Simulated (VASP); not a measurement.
Write the native input for VASP 6.6.1 that does the following.

- Task: single point
- Functional: LDA
- Potentials or basis: VASP PAW LDA potentials, release 64 (Te)
- Cutoff: 520 eV
- k mesh: 14 × 14 × 14
- Occupations: fermi-dirac, width 0.05 eV
- Spin: no spin polarisation
- Dipole correction: no
- Further INCAR settings: ALGO = Normal; EDIFF = 1e-06; NBANDS = 13

The structure of Te lies in POSCAR:

```
Te
1.0
    0.0000000000      2.3808979587      2.3808979587
    2.3808979587      0.0000000000      2.3808979587
    2.3808979587      2.3808979587      0.0000000000
Te
2
Direct
   -0.1250000000     -0.1250000000     -0.1250000000
    0.1250000000      0.1250000000      0.1250000000
```

The input as run:

INCAR

```
PREC = Accurate
ENCUT = 520
EDIFF = 1E-6
ISMEAR = -1
SIGMA = 0.05
LREAL = F
LASPH = T
NELM = 60
ALGO = Normal
ISIF = 2
LWAVE = F
LCHARG = F
NBANDS = 13
```

KPOINTS

```
Automatic mesh
0
Gamma
  14 14 14
```

Potentials or basis: VASP PAW LDA potentials, release 64 (Te).

Launch:

```console
$ cat potpaw_LDA.64/Te/POTCAR > POTCAR
$ mpirun -np 1 vasp_std > vasp.out
```

Results of the run:

```yaml
Pressure: 454.0 GPa
Band_gap_on_the_k_mesh: zero (band 6 reaches 25.56 eV, above the bottom of band 7 at 20.37 eV)
```

Caveat: spin-orbit coupling is left out, which moves the levels of the heavy elements.

It took 37 s on 1 thread of Intel(R) Xeon(R) 6975P-C (Granite Rapids) (shared host), peak memory 0.16 GiB.
